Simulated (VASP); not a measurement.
Runs of VASP 6.6.1 on BiP. The structure is that of space group P6_3mc (No. 186), or close to it. The cells are those of the table. 

```tsv
level	potentials or basis	gap on the mesh (eV)	pressure (GPa)	largest force (eV/Å)
LDA	VASP PAW LDA potentials, release 64 (Bi_d, P)	(c)	-3.0	0.08
r2SCAN	VASP PAW PBE potentials, release 64 (Bi_d, P)	0.21	-0.9	0.11
PBE	VASP PAW PBE potentials, release 64 (Bi_d, P)	(b)	(a)	-
PBEsol	VASP PAW PBE potentials, release 64 (Bi_d, P)	0.14	-2.0	0.03
```

Alike in all rows: task single point; no spin polarisation; cell a = 4.905, b = 4.905, c = 6.174 Å, angles 90.0, 90.0, 120.0°, 4 atoms; k mesh 8 × 8 × 6; cutoff (eV) 520; smearing gaussian 0.05 eV.

Task: Estimate the missing entries.

Result: (a) 0.0; (b) 0.19; (c) 0.11.

Caveats: spin-orbit coupling is left out, which moves the levels of the heavy elements; the PAW data sets were made with another functional, which shifts forces and pressure a little (at least some runs); the cell stands under tension (at least some runs).

A k mesh can miss the band edges, and the runs leave out spin-orbit coupling on Bi.
